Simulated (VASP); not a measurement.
# TiAl in VASP: single point with r2SCAN

Aim: the single point of TiAl with r2SCAN.

Everything below comes from runs of VASP 6.6.1. Logs are shortened: lines on timing, memory, paths and dates and some standing lists are left out, and cuts for length are marked.

## Step 1: The cell of the first run

The typed cell holds 2 atoms: a = 4.073 Å, b = 2.809 Å, c = 2.809 Å, α = 90.00°, β = 90.01°, γ = 89.99°.

## Step 2: Single point, r2SCAN

Contents of POSCAR:

```
TiAl
1.0
    4.0729306502      0.0198835849     -0.0214374876
   -0.0134116965      2.8086412195     -0.0000310952
    0.0144897173     -0.0000445642      2.8085928539
Ti Al
1 1
Direct
   -0.0000006501      0.0000038663     -0.0000022974
    0.5000006501      0.4999961337      0.5000022974
```

Contents of INCAR.step1:

```
  PREC = Accurate
  ENCUT = 520
  ISMEAR = 0
  SIGMA = 0.15
  LREAL = False
  LASPH = True
  NELM = 100
  NBANDS = 14
  GGA = PE
  ALGO = Normal
  EDIFF = 1E-4
  LWAVE = True
  LCHARG = False
```

Contents of INCAR.step2:

```
  PREC = Accurate
  ENCUT = 520
  EDIFF = 1E-7
  ISMEAR = 0
  SIGMA = 0.15
  LREAL = False
  LASPH = True
  NELM = 100
  ALGO = Normal
  ISIF = 2
  LWAVE = False
  LCHARG = False
  METAGGA = R2SCAN
  LMIXTAU = True
  NBANDS = 14
  ISTART = 1
```

Contents of KPOINTS:

```
Automatic mesh
0
Gamma
  10 10 10
```

Potentials or basis: VASP PAW PBE potentials, release 64 (Ti_sv, Al).

The run is started by

```bash
> cat potpaw_PBE.64/Ti_sv/POTCAR potpaw_PBE.64/Al/POTCAR > POTCAR
> cp INCAR.step1 INCAR
> mpirun -np 1 vasp_std > vasp.out
> cp INCAR.step2 INCAR
> mpirun -np 1 vasp_std > vasp.out
```

OUTCAR:

```text
PREC = Accurate
   ENCUT = 520
   EDIFF = 1E-7
   ISMEAR = 0
   LREAL = False
   LASPH = True
   NELM = 100
   ISIF = 2
   METAGGA = R2SCAN
   ISTART = 1

 ion  position               nearest neighbor table
   1  1.000  0.000  1.000-   2 2.84   2 2.84   2 2.84   2 2.84   2 2.84   2 2.84   2 2.84   2 2.84

   2  0.500  0.500  0.500-   1 2.84   1 2.84   1 2.84   1 2.84   1 2.84   1 2.84   1 2.84   1 2.84

  LATTYP: Found a base centered monoclinic cell.
 ALAT       =     9.0623768728
 B/A-ratio  =     0.4382879908
 C/A-ratio  =     0.4494445175
 COS(beta)  =    -0.8988235792

  Lattice vectors:

 A1 = (  -4.0874203675,  -0.0198390207,  -2.7871553663)
 A2 = (  -4.0863423467,   2.7887576346,   0.0214063924)
 A3 = (   4.0729306502,   0.0198835849,  -0.0214374876)

Analysis of symmetry for initial positions (statically):
=====================================================================
 Subroutine PRICEL returns:
 Original cell was already a primitive cell.

 Routine SETGRP: Setting up the symmetry group for a
 base centered monoclinic supercell.

 Subroutine GETGRP returns: Found  2 space group operations
 (whereof  2 operations were pure point group operations)
 out of a pool of  4 trial point group operations.

The static configuration has the point symmetry C_1h.

Analysis of symmetry for dynamics (positions and initial velocities):
=====================================================================
 Subroutine PRICEL returns:
 Original cell was already a primitive cell.

 Routine SETGRP: Setting up the symmetry group for a
 base centered monoclinic supercell.

 Subroutine GETGRP returns: Found  2 space group operations
 (whereof  2 operations were pure point group operations)
 out of a pool of  4 trial point group operations.

The dynamic configuration has the point symmetry C_1h.

 Subroutine INISYM returns: Found  2 space group operations
 (whereof  2 operations are pure point group operations),
 and found     1 'primitive' translations

----------------------------------------------------------------------------------------

                                     Primitive cell

  volume of cell :      32.1302

  direct lattice vectors                    reciprocal lattice vectors
     4.072930650  0.019883585 -0.021437488     0.245511064  0.001172339 -0.001266589
    -0.013411697  2.808641220 -0.000031095    -0.001738049  0.356035753  0.000014616
     0.014489717 -0.000044564  2.808592854     0.001873923  0.000012890  0.356040516

  length of vectors
     4.073035601  2.808673241  2.808630231     0.245517130  0.356039995  0.356045447

  position of ions in fractional coordinates (direct lattice)
     0.999999350  0.000003866  0.999997703
     0.500000650  0.499996134  0.500002297

  ion indices of the primitive-cell ions
   primitive index   ion index
                 1           1
                 2           2

----------------------------------------------------------------------------------------

 KPOINTS: Automatic mesh

Automatic generation of k-mesh.
 Grid dimensions read from file:
 generate k-points for:   10   10   10

 Generating k-lattice:

  Cartesian coordinates                     Fractional coordinates (reciprocal lattice)
     0.024551106  0.000117234 -0.000126659     0.100000000  0.000000000  0.000000000
    -0.000173805  0.035603575  0.000001462     0.000000000  0.100000000 -0.000000000
     0.000187392  0.000001289  0.035604052     0.000000000  0.000000000  0.100000000

  Length of vectors
     0.024551713  0.035604000  0.035604545

  Shift w.r.t. Gamma in fractional coordinates (k-lattice)
     0.000000000  0.000000000  0.000000000

 Subroutine IBZKPT returns following result:
 ===========================================

 Found    282 irreducible k-points:

 Following reciprocal coordinates:
            Coordinates               Weight
  0.000000  0.000000  0.000000      1.000000
  0.100000  0.000000  0.000000      2.000000
  0.200000  0.000000  0.000000      2.000000
  0.300000  0.000000  0.000000      2.000000
  0.400000  0.000000  0.000000      2.000000
  0.500000  0.000000  0.000000      1.000000
[... 16 lines left out ...]
 -0.400000  0.200000 -0.000000      4.000000
 -0.300000  0.200000 -0.000000      4.000000
 [... further k-points ...]
   k-points           NKPTS =    282   k-points in BZ     NKDIM =    282   number of bands    NBANDS=     14
   number of dos      NEDOS =    301   number of ions     NIONS =      2
   total plane-waves  NPLWV =  17280
   dimension x,y,z NGX =    30 NGY =   24 NGZ =   24
   dimension x,y,z NGXF=    60 NGYF=   48 NGZF=   48
   ions per type =               1   1
   NGX,Y,Z   is equivalent  to a cutoff of  12.24, 14.21, 14.21 a.u.
   NGXF,Y,Z  is equivalent  to a cutoff of  24.49, 28.41, 28.41 a.u.
 SYSTEM =  unknown system
   PREC   = accura    normal or accurate (medium, high low for compatibility)
   ISTART =      1    job   : 0-new  1-cont  2-samecut
   ICHARG =      0    charge: 1-file 2-atom 10-const
   ISPIN  =      1    spin polarized calculation?
   LNONCOLLINEAR =      F non collinear calculations
   LSORBIT =      F    spin-orbit coupling
   LASPH  =      T    aspherical Exc in radial PAW
   ENCUT  =  520.0 eV  38.22 Ry    6.18 a.u.   7.57  5.22  5.22*2*pi/ulx,y,z
   NELM   =    100;   NELMIN=  2; NELMDL=  0     # of ELM steps
   EDIFF  = 0.1E-06   stopping-criterion for ELM
   LREAL  =      F    real-space projection
   EDIFFG = 0.1E-05   stopping-criterion for IOM
   NSW    =      0    number of steps for IOM
   IBRION =     -1    ionic relax: 0-MD 1-quasi-New 2-CG
   NFREE  =      0    steps in history (QN), initial steepest desc. (CG)
   ISIF   =      2    stress and relaxation
   ISYM   =      2    0-nonsym 1-usesym 2-fastsym
   POTIM  = 0.5000    time-step for ionic-motion
   TEBEG  =    0.0;   TEEND  =   0.0 temperature during run
   PSTRESS=    0.0 pullay stress
   NELECT =      15.0000    total number of electrons
   NUPDOWN=      -1.0000    fix difference up-down
   EMIN   =  10.00;   EMAX   =-10.00  energy-range for DOS
   EFERMI =   0.00;   METHOD = LEGACY
   ISMEAR =     0;   SIGMA  =   0.15  broadening in eV -4-tet -1-fermi 0-gaus
   EFERMI_NEDOS =   21; number of points for ismear=-14 and -15
   IALGO  =     38    algorithm
   IMIX   =      4    mixing-type and parameters
     AMIX     =   0.40;   BMIX     =  1.00
     AMIX_MAG =   1.60;   BMIX_MAG =  1.00
  volume/ion in A,a.u.               =      16.07       108.41
  Fermi-wavevector in a.u.,A,eV,Ry     =   1.269991  2.399935 21.944520  1.612877
  Thomas-Fermi vector in A             =   2.403002
   LORBIT       =      0    0 simple, 1 ext, 2 COOP (PROOUT), +10 PAW based schemes
   METAGGA = R2SCAN    functional components
   LHFCALC =     F    Hartree Fock is set to
   AEXX    =    0.0000 exact exchange contribution
   IVDW    =     0    specifies the selected vdW correction
   LEPSILON=     F    determine dielectric tensor
   LRPA    =     F    only Hartree local field effects (RPA)
 non-spin polarized calculation
 Gauss-broadening in eV      SIGMA  =   0.15
  energy-cutoff  :      520.00
  volume of cell :       32.13
 maximum number of plane-waves:       892
   NGX = 15   NGY = 11   NGZ = 11

 number of electron      14.9999993 magnetization

 Free energy of the ion-electron system (eV)
  ---------------------------------------------------
  ext. energy  EPLUGINS =         0.00000000
  ---------------------------------------------------
  free energy    TOTEN  =       -20.60256167 eV

  energy without entropy =      -20.58554180  energy(sigma->0) =      -20.59405173

 E-fermi :   8.4466     XC(G=0): -11.8917

 val. band max:        8.4266683654   @ k =   0.0000   0.5000   0.4000
 cond. band min:       8.4602367513   @ k =   0.1000   0.4000   0.3000
 fundamental gap:      0.0335683858
 Fermi energy:         8.4465845905

 k-point     1 :       0.0000    0.0000    0.0000
  band No.  band energies     occupation
      1     -50.5002      2.00000
      2     -25.8802      2.00000
      3     -25.3773      2.00000
      4     -25.3771      2.00000
      5      -1.2078      2.00000
      6       6.4343      2.00000
      7       7.4699      2.00000
      8       7.8710      2.00000
      9      10.8412      0.00000
     10      10.8414      0.00000
     11      12.1982      0.00000
     12      14.9868      0.00000
     13      17.4616      0.00000
     14      17.4622      0.00000

 k-point     2 :       0.1000    0.0000    0.0000
  band No.  band energies     occupation
      1     -50.5002      2.00000
      2     -25.8821      2.00000
      3     -25.3773      2.00000
      4     -25.3771      2.00000
      5      -1.1123      2.00000
      6       5.9422      2.00000
      7       7.4862      2.00000
      8       8.1678      1.99143
      9      10.8028      0.00000
     10      10.8030      0.00000
     11      12.1995      0.00000
     12      15.2763      0.00000
     13      17.6180      0.00000
     14      17.6186      0.00000

 k-point     3 :       0.2000    0.0000    0.0000
  band No.  band energies     occupation
      1     -50.5000      2.00000
      2     -25.8869      2.00000
      3     -25.3771      2.00000
      4     -25.3769      2.00000
      5      -0.8349      2.00000
      6       4.9999      2.00000
      7       7.5296      2.00000
      8       8.5958      0.15948
      9      10.7063      0.00000
     10      10.7065      0.00000
     11      12.2029      0.00000
     12      16.0381      0.00000
     13      17.4978      0.00000
     14      18.0624      0.00000
[... 324 lines left out ...]
 k-point    23 :      -0.4000    0.2000   -0.0000
  band No.  band energies     occupation
      1     -50.4771      2.00000
      2     -25.8735      2.00000
      3     -25.5616      2.00000
      4     -25.3611      2.00000
      5       0.7365      2.00000
      6       3.9750      2.00000
      7       7.9687      1.99999
      8       8.7333      0.00688
      9       9.7328      0.00000
     10      10.6745      0.00000
     11      11.5708      0.00000
     12      14.5156      0.00000
     13      18.0662      0.00000
     14      18.6659      0.00000

 k-point    24 :      -0.3000    0.2000   -0.0000
  band No.  band energies     occupation
      1     -50.4772      2.00000
      2     -25.8692      2.00000
      3     -25.5619      2.00000
      4     -25.3612      2.00000
      5       0.3340      2.00000
      6       4.7047      2.00000
      7       7.8479      2.00000
      8       8.4777      0.76957
      9      10.1973      0.00000
     10      10.7502      0.00000
     11      11.5610      0.00000
     12      14.0843      0.00000
     13      17.4938      0.00000
     14      18.9281      0.00000

 [... further k-points ...]

------------------------ aborting loop because EDIFF is reached ----------------------------------------

  FORCE on cell =-STRESS in cart. coord.  units (eV):
  Direction    XX          YY          ZZ          XY          YZ          ZX
  --------------------------------------------------------------------------------------
  -------------------------------------------------------------------------------------
  Total        0.0243871      0.0197058      0.0197032     -0.0026253      0.0005260      0.0026236
  in kB        1.2160654      0.9826330      0.9825031     -0.1309093      0.0262295      0.1308247
  external PRESSURE =       1.0604005 kB  Pullay stress =       0.0000000 kB

 VOLUME and BASIS-vectors are now :
 -----------------------------------------------------------------------------
  energy-cutoff  :      520.00
  volume of cell :       32.13
      direct lattice vectors                 reciprocal lattice vectors
     4.072930650  0.019883585 -0.021437488     0.245511064  0.001172339 -0.001266589
    -0.013411697  2.808641220 -0.000031095    -0.001738049  0.356035753  0.000014616
     0.014489717 -0.000044564  2.808592854     0.001873923  0.000012890  0.356040516

 POSITION                                       TOTAL-FORCE (eV/Angst)
 -----------------------------------------------------------------------------------
      4.08742      0.01985      2.78715         0.000034     -0.000090      0.000090
      2.03701      1.41423      1.39357        -0.000034      0.000090     -0.000090
 -----------------------------------------------------------------------------------
    total drift:                                0.000000     -0.004211     -0.004228

  FREE ENERGIE OF THE ION-ELECTRON SYSTEM (eV)
  ---------------------------------------------------
  free  energy   TOTEN  =       -20.6025616699 eV

  energy  without entropy=      -20.5855417989  energy(sigma->0) =      -20.59405173
```

It took 3.2 min on 1 thread of Intel Xeon 6975P-C (Granite Rapids), shared host; peak memory 0.25 GiB.

Results:

| Item | Value |
| --- | --- |
| Free energy | -20.6026 eV |
| Pressure | 0.1 GPa |
| Band gap on the k mesh | zero (an odd number of electrons rules out a gap without spin polarisation) |

Caveat: the PAW data sets were made with another functional, which shifts forces and pressure a little.

The gap in the log of VASP goes by the Fermi energy; the results here count the filled bands.